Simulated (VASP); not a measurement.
Write the native input for VASP 6.6.1 that does the following.

- Task: single point
- Functional: r2SCAN
- Potentials or basis: VASP PAW PBE potentials, release 64 (Nb_sv)
- Cutoff: 520 eV
- k mesh: 18 × 18 × 18
- Occupations: gaussian, width 0.1 eV
- Spin: no spin polarisation
- Dipole correction: no
- Further INCAR settings: ALGO = Normal; EDIFF = 1e-06; NBANDS = 12

Crystal: Nb.

```
Nb
1.0
    -1.65228    1.65228    1.65228
     1.65228   -1.65228    1.65228
     1.65228    1.65228   -1.65228
Nb
1
Direct
  0.00000 0.00000 0.00000
```

The input as run:

POSCAR

```
Nb
1.0
   -1.6522818520      1.6522818520      1.6522818520
    1.6522818520     -1.6522818520      1.6522818520
    1.6522818520      1.6522818520     -1.6522818520
Nb
1
Direct
    0.0000000000      0.0000000000      0.0000000000
```

INCAR.step1

```
SYSTEM = Nb
  ALGO = Normal
  EDIFF = 1E-4
  ENCUT = 520
  GGA = PE
  ISMEAR = 0
  LASPH = .TRUE.
  LCHARG = .FALSE.
  LREAL = .FALSE.
  LWAVE = .TRUE.
  NBANDS = 12
  NELM = 80
  PREC = Accurate
  SIGMA = 0.1
```

INCAR.step2

```
SYSTEM = Nb
  ALGO = Normal
  EDIFF = 1E-6
  ENCUT = 520
  ISIF = 2
  ISMEAR = 0
  ISTART = 1
  LASPH = .TRUE.
  LCHARG = .FALSE.
  LMIXTAU = .TRUE.
  LREAL = .FALSE.
  LWAVE = .FALSE.
  METAGGA = R2SCAN
  NBANDS = 12
  NELM = 80
  PREC = Accurate
  SIGMA = 0.1
```

KPOINTS

```
k-points
0
G
  18 18 18
  0 0 0
```

Potentials or basis: VASP PAW PBE potentials, release 64 (Nb_sv).

Command:

```sh
$ cat potpaw_PBE.64/Nb_sv/POTCAR > POTCAR
$ cp INCAR.step1 INCAR
$ mpirun -np 1 vasp_std > vasp.out
$ cp INCAR.step2 INCAR
$ mpirun -np 1 vasp_std > vasp.out
```

Results of the run:

```json
{
 "Pressure": "-0.2 GPa"
}
```

Caveat: the PAW data sets were made with another functional, which shifts forces and pressure a little.

Run time: 46 s on 1 thread of Intel(R) Xeon(R) 6975P-C (Granite Rapids), on a shared host, peak memory 0.16 GiB.
